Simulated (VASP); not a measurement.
# ScB in VASP: single point with r2SCAN

Aim: the single point of ScB with r2SCAN.

Everything below comes from runs of VASP 6.6.1. Logs are shortened: lines on timing, memory, paths and dates and some standing lists are left out, and cuts for length are marked.

## Step 1: The cell of the first run

The cell holds a disordered packing, 8 atoms: a = 4.897 Å, b = 4.508 Å, c = 4.997 Å, α = 98.22°, β = 98.05°, γ = 71.18°.

## Step 2: Single point, r2SCAN

Input file POSCAR:

```
ScB
1.0
    4.8174660000      0.8742530000      0.0831600000
    0.6679000000      4.4582190000      0.0598400000
   -0.6712470000     -0.6882240000      4.9041350000
Sc B
4 4
Direct
    0.4632320000      0.6492310000      0.3184200000
    0.8903930000      0.1998620000      0.6762060000
    0.0937050000      0.2370770000      0.2093840000
    0.8082080000      0.7938000000      0.9935780000
    0.3780840000      0.1071220000      0.6006960000
    0.4338000000      0.2456470000      0.9477330000
    0.5705380000      0.1219170000      0.3288190000
    0.4703330000      0.5823380000      0.7620520000
```

Input file INCAR.step1:

```
PREC     = Accurate       # precision mode
ENCUT    = 520            # plane-wave cutoff, eV
ISMEAR   = 1              # smearing method
SIGMA    = 0.0496         # smearing width, eV
LREAL    = F              # projectors in reciprocal space
LASPH    = T              # aspherical terms in the spheres
NELM     = 100            # most SCF steps
NBANDS   = 38             # bands
GGA      = PE             # functional
ALGO     = Normal         # electronic algorithm
EDIFF    = 1E-4           # SCF threshold, eV
LWAVE    = T              # write WAVECAR
LCHARG   = F              # write CHGCAR
```

Input file INCAR.step2:

```
PREC     = Accurate       # precision mode
ENCUT    = 520            # plane-wave cutoff, eV
EDIFF    = 1E-7           # SCF threshold, eV
ISMEAR   = 1              # smearing method
SIGMA    = 0.0496         # smearing width, eV
LREAL    = F              # projectors in reciprocal space
LASPH    = T              # aspherical terms in the spheres
NELM     = 100            # most SCF steps
ALGO     = Normal         # electronic algorithm
ISIF     = 2              # what is computed and relaxed
LWAVE    = F              # write WAVECAR
LCHARG   = T              # write CHGCAR
METAGGA  = R2SCAN         # meta-GGA
LMIXTAU  = T            
LELF     = T              # ELF
LVHAR    = T            
NBANDS   = 38             # bands
ISTART   = 1
```

Input file KPOINTS:

```
Automatic mesh
0
Gamma
  4 4 4
```

Potentials or basis: VASP PAW PBE potentials, release 64 (Sc_sv, B).

Started as:

```bash
$ cat potpaw_PBE.64/Sc_sv/POTCAR potpaw_PBE.64/B/POTCAR > POTCAR
$ cp INCAR.step1 INCAR
$ mpirun -np 1 vasp_std > vasp.out
$ cp INCAR.step2 INCAR
$ mpirun -np 1 vasp_std > vasp.out
```

OUTCAR:

```text
PREC = Accurate
   ENCUT = 520
   EDIFF = 1E-7
   ISMEAR = 1
   LREAL = F
   LASPH = T
   NELM = 100
   ISIF = 2
   METAGGA = R2SCAN
   ISTART = 1

 ion  position               nearest neighbor table
   1  0.463  0.649  0.318-   7 2.27   8 2.27   5 2.28   7 2.35   6 2.43   8 2.76   3 2.76   4 2.77
                             3 2.94   2 2.99   3 3.12   4 3.29
   2  0.890  0.200  0.676-   7 2.24   8 2.27   5 2.36   5 2.64   3 2.71   6 2.71   3 2.71   4 2.74
                             4 2.85   1 2.99
   3  0.094  0.237  0.209-   7 2.23   5 2.27   6 2.27   2 2.71   2 2.71   4 2.74   1 2.76   4 2.81
                             1 2.94   1 3.12
   4  0.808  0.794  0.994-   7 2.25   8 2.27   6 2.27   3 2.74   2 2.74   1 2.77   3 2.81   2 2.85
                             1 3.29
   5  0.378  0.107  0.601-   6 1.77   7 1.78   3 2.27   1 2.28   2 2.36   2 2.64
   6  0.434  0.246  0.948-   5 1.77   8 1.95   7 2.02   3 2.27   4 2.27   1 2.43   2 2.71
   7  0.571  0.122  0.329-   5 1.78   6 2.02   3 2.23   2 2.24   4 2.25   1 2.27   1 2.35
   8  0.470  0.582  0.762-   6 1.95   2 2.27   4 2.27   1 2.27   1 2.76

  LATTYP: Found a triclinic cell.
 ALAT       =     4.8968574162
 B/A-ratio  =     1.1197156751
 C/A-ratio  =     1.0205475530
 COS(alpha) =     0.0074611659
 COS(beta)  =     0.1400610452
 COS(gamma) =     0.6278995182

  Lattice vectors:

 A1 = (   4.8174660000,   0.8742530000,   0.0831600000)
 A2 = (   4.1495660000,  -3.5839660000,   0.0233200000)
 A3 = (   0.6712470000,   0.6882240000,  -4.9041350000)

Analysis of symmetry for initial positions (statically):
=====================================================================
 Subroutine PRICEL returns:
 Original cell was already a primitive cell.

 Routine SETGRP: Setting up the symmetry group for a
 triclinic supercell.

 Subroutine GETGRP returns: Found  1 space group operations
 (whereof  1 operations were pure point group operations)
 out of a pool of  2 trial point group operations.

The static configuration has the point symmetry C_1 .

Analysis of symmetry for dynamics (positions and initial velocities):
=====================================================================
 Subroutine PRICEL returns:
 Original cell was already a primitive cell.

 Routine SETGRP: Setting up the symmetry group for a
 triclinic supercell.

 Subroutine GETGRP returns: Found  1 space group operations
 (whereof  1 operations were pure point group operations)
 out of a pool of  2 trial point group operations.

The dynamic configuration has the point symmetry C_1 .

 Subroutine INISYM returns: Found  1 space group operations
 (whereof  1 operations are pure point group operations),
 and found     1 'primitive' translations

----------------------------------------------------------------------------------------

                                     Primitive cell

  volume of cell :     102.8380

  direct lattice vectors                    reciprocal lattice vectors
     4.817466000  0.874253000  0.083160000     0.213003868 -0.032241382  0.024630014
     0.667900000  4.458219000  0.059840000    -0.042247881  0.230277964  0.026533539
    -0.671247000 -0.688224000  4.904135000    -0.003096425 -0.002263119  0.203168143

  length of vectors
     4.896857416  4.508368650  4.997475854     0.216833559  0.235620145  0.203204340

  position of ions in fractional coordinates (direct lattice)
     0.463232000  0.649231000  0.318420000
     0.890393000  0.199862000  0.676206000
     0.093705000  0.237077000  0.209384000
     0.808208000  0.793800000  0.993578000
     0.378084000  0.107122000  0.600696000
     0.433800000  0.245647000  0.947733000
     0.570538000  0.121917000  0.328819000
     0.470333000  0.582338000  0.762052000

  ion indices of the primitive-cell ions
   primitive index   ion index
                 1           1
                 2           2
                 3           3
                 4           4
                 5           5
                 6           6
                 7           7
                 8           8

----------------------------------------------------------------------------------------

 KPOINTS: Automatic mesh

Automatic generation of k-mesh.
 Grid dimensions read from file:
 generate k-points for:    4    4    4

 Generating k-lattice:

  Cartesian coordinates                     Fractional coordinates (reciprocal lattice)
     0.053250967 -0.008060346  0.006157504     0.250000000 -0.000000000  0.000000000
    -0.010561970  0.057569491  0.006633385     0.000000000  0.250000000  0.000000000
    -0.000774106 -0.000565780  0.050792036     0.000000000 -0.000000000  0.250000000

  Length of vectors
     0.054208390  0.058905036  0.050801085

  Shift w.r.t. Gamma in fractional coordinates (k-lattice)
     0.000000000  0.000000000  0.000000000

 Subroutine IBZKPT returns following result:
 ===========================================

 Found     36 irreducible k-points:

 Following reciprocal coordinates:
            Coordinates               Weight
  0.000000  0.000000  0.000000      1.000000
  0.250000  0.000000  0.000000      2.000000
  0.500000  0.000000  0.000000      1.000000
  0.000000  0.250000  0.000000      2.000000
  0.250000  0.250000 -0.000000      2.000000
  0.500000  0.250000 -0.000000      2.000000
[... 16 lines left out ...]
 -0.000000 -0.250000  0.250000      2.000000
  0.250000 -0.250000  0.250000      2.000000
 [... further k-points ...]
   k-points           NKPTS =     36   k-points in BZ     NKDIM =     36   number of bands    NBANDS=     38
   number of dos      NEDOS =    301   number of ions     NIONS =      8
   total plane-waves  NPLWV =  51840
   dimension x,y,z NGX =    36 NGY =   36 NGZ =   40
   dimension x,y,z NGXF=    72 NGYF=   72 NGZF=   80
   ions per type =               4   4
   NGX,Y,Z   is equivalent  to a cutoff of  12.22, 13.27, 13.31 a.u.
   NGXF,Y,Z  is equivalent  to a cutoff of  24.44, 26.55, 26.61 a.u.
 SYSTEM =  unknown system
   PREC   = accura    normal or accurate (medium, high low for compatibility)
   ISTART =      1    job   : 0-new  1-cont  2-samecut
   ICHARG =      0    charge: 1-file 2-atom 10-const
   ISPIN  =      1    spin polarized calculation?
   LNONCOLLINEAR =      F non collinear calculations
   LSORBIT =      F    spin-orbit coupling
   LASPH  =      T    aspherical Exc in radial PAW
   ENCUT  =  520.0 eV  38.22 Ry    6.18 a.u.   9.10  8.38  9.29*2*pi/ulx,y,z
   NELM   =    100;   NELMIN=  2; NELMDL=  0     # of ELM steps
   EDIFF  = 0.1E-06   stopping-criterion for ELM
   LREAL  =      F    real-space projection
   EDIFFG = 0.1E-05   stopping-criterion for IOM
   NSW    =      0    number of steps for IOM
   IBRION =     -1    ionic relax: 0-MD 1-quasi-New 2-CG
   NFREE  =      0    steps in history (QN), initial steepest desc. (CG)
   ISIF   =      2    stress and relaxation
   ISYM   =      2    0-nonsym 1-usesym 2-fastsym
   POTIM  = 0.5000    time-step for ionic-motion
   TEBEG  =    0.0;   TEEND  =   0.0 temperature during run
   PSTRESS=    0.0 pullay stress
   NELECT =      56.0000    total number of electrons
   NUPDOWN=      -1.0000    fix difference up-down
   EMIN   =  10.00;   EMAX   =-10.00  energy-range for DOS
   EFERMI =   0.00;   METHOD = LEGACY
   ISMEAR =     1;   SIGMA  =   0.05  broadening in eV -4-tet -1-fermi 0-gaus
   EFERMI_NEDOS =   21; number of points for ismear=-14 and -15
   IALGO  =     38    algorithm
   IMIX   =      4    mixing-type and parameters
     AMIX     =   0.40;   BMIX     =  1.00
     AMIX_MAG =   1.60;   BMIX_MAG =  1.00
  volume/ion in A,a.u.               =      12.85        86.75
  Fermi-wavevector in a.u.,A,eV,Ry     =   1.336861  2.526301 24.316302  1.787198
  Thomas-Fermi vector in A             =   2.465455
   LORBIT       =      0    0 simple, 1 ext, 2 COOP (PROOUT), +10 PAW based schemes
   METAGGA = R2SCAN    functional components
   LHFCALC =     F    Hartree Fock is set to
   AEXX    =    0.0000 exact exchange contribution
   IVDW    =     0    specifies the selected vdW correction
   LEPSILON=     F    determine dielectric tensor
   LRPA    =     F    only Hartree local field effects (RPA)
 non-spin polarized calculation
 Methfessel and Paxton  Order N= 1 SIGMA  =   0.05
  energy-cutoff  :      520.00
  volume of cell :      102.84
 maximum number of plane-waves:      2800
   NGX = 19   NGY = 17   NGZ = 19

 number of electron      56.0000004 magnetization

 Free energy of the ion-electron system (eV)
  ---------------------------------------------------
  ext. energy  EPLUGINS =         0.00000000
  ---------------------------------------------------
  free energy    TOTEN  =       -70.55860354 eV

  energy without entropy =      -70.55772442  energy(sigma->0) =      -70.55831050

 E-fermi :   5.7512     XC(G=0): -12.0155

 val. band max:        5.7495904926   @ k =   0.0000   0.0000   0.2500
 cond. band min:       5.7622757282   @ k =   0.0000   0.0000   0.5000
 fundamental gap:      0.0126852357
 Fermi energy:         5.7511946606

 k-point     1 :       0.0000    0.0000    0.0000
  band No.  band energies     occupation
      1     -45.1413      2.00000
      2     -44.9230      2.00000
      3     -44.8863      2.00000
      4     -44.6246      2.00000
      5     -23.3689      2.00000
      6     -23.3454      2.00000
[... 30 lines left out ...]
     37       9.1554      0.00000
     38       9.4882      0.00000

 k-point     2 :       0.2500    0.0000    0.0000
  band No.  band energies     occupation
      1     -45.1346      2.00000
      2     -44.9280      2.00000
      3     -44.8872      2.00000
      4     -44.6257      2.00000
      5     -23.3726      2.00000
      6     -23.3429      2.00000
[... 30 lines left out ...]
     37       8.9766      0.00000
     38       9.3488      0.00000
[... 859 lines left out ...]
     37       9.1741      0.00000
     38       9.4477      0.00000

 k-point    24 :       0.2500   -0.2500    0.2500
  band No.  band energies     occupation
      1     -45.0808      2.00000
      2     -44.9650      2.00000
      3     -44.9005      2.00000
      4     -44.6305      2.00000
      5     -23.4503      2.00000
      6     -23.1245      2.00000
[... 30 lines left out ...]
     37       8.9962      0.00000
     38       9.3683      0.00000

 [... further k-points ...]
[... 5 lines left out ...]
  --------------------------------------------------------------------------------------
  -------------------------------------------------------------------------------------
  Total        8.9756270     19.8070558      9.2904661     -0.4533182      0.2880971     -0.4922050
  in kB      139.8368943    308.5864834    144.7419685     -7.0625268      4.4884453     -7.6683693
  external PRESSURE =     197.7217821 kB  Pullay stress =       0.0000000 kB

 VOLUME and BASIS-vectors are now :
 -----------------------------------------------------------------------------
  energy-cutoff  :      520.00
  volume of cell :      102.84
      direct lattice vectors                 reciprocal lattice vectors
     4.817466000  0.874253000  0.083160000     0.213003868 -0.032241382  0.024630014
     0.667900000  4.458219000  0.059840000    -0.042247881  0.230277964  0.026533539
    -0.671247000 -0.688224000  4.904135000    -0.003096425 -0.002263119  0.203168143

 POSITION                                       TOTAL-FORCE (eV/Angst)
 -----------------------------------------------------------------------------------
      2.45149      3.08025      1.63895        -0.311924     -0.272715     -1.075369
      3.96902      1.20408      3.40221         0.858923     -1.744672     -0.225291
      0.46922      0.99476      1.04883        -1.498001     -0.499694      0.518281
      3.75676      3.56171      4.98735         1.202688     -0.099470     -1.109163
      1.48974      0.39470      2.98375         1.965434      1.563244      2.145528
      1.61772      0.82215      4.69858        -0.021299      2.107036     -0.706034
      2.60926      0.81603      1.66731         0.517527     -0.258067     -1.277256
      2.14323      2.48292      3.81117        -2.713348     -0.795662      1.729304
 -----------------------------------------------------------------------------------
    total drift:                                0.001244     -0.000724     -0.001501

  FREE ENERGIE OF THE ION-ELECTRON SYSTEM (eV)
  ---------------------------------------------------
  free  energy   TOTEN  =       -70.5586035407 eV

  energy  without entropy=      -70.5577244245  energy(sigma->0) =      -70.55831050
```

Wall time 11 min (1 thread of Intel Xeon 8259CL, shared host); peak memory 0.3 GiB.

What came out:

```
Free energy            : -70.5586 eV
Pressure               : 19.8 GPa
Largest force          : 3.314 eV/Å
Band gap on the k mesh : zero (bands 28 and 29 overlap by 0.29 eV)
```

Forces on the atoms (eV/Å):
```
Sc  -0.312 -0.273 -1.075
Sc   0.859 -1.745 -0.225
Sc  -1.498 -0.500  0.518
Sc   1.203 -0.099 -1.109
B    1.965  1.563  2.146
B   -0.021  2.107 -0.706
B    0.518 -0.258 -1.277
B   -2.713 -0.796  1.729
```

Caveat: the k points lie up to 0.37 Å⁻¹ apart; the PAW data sets were made with another functional, which shifts forces and pressure a little.
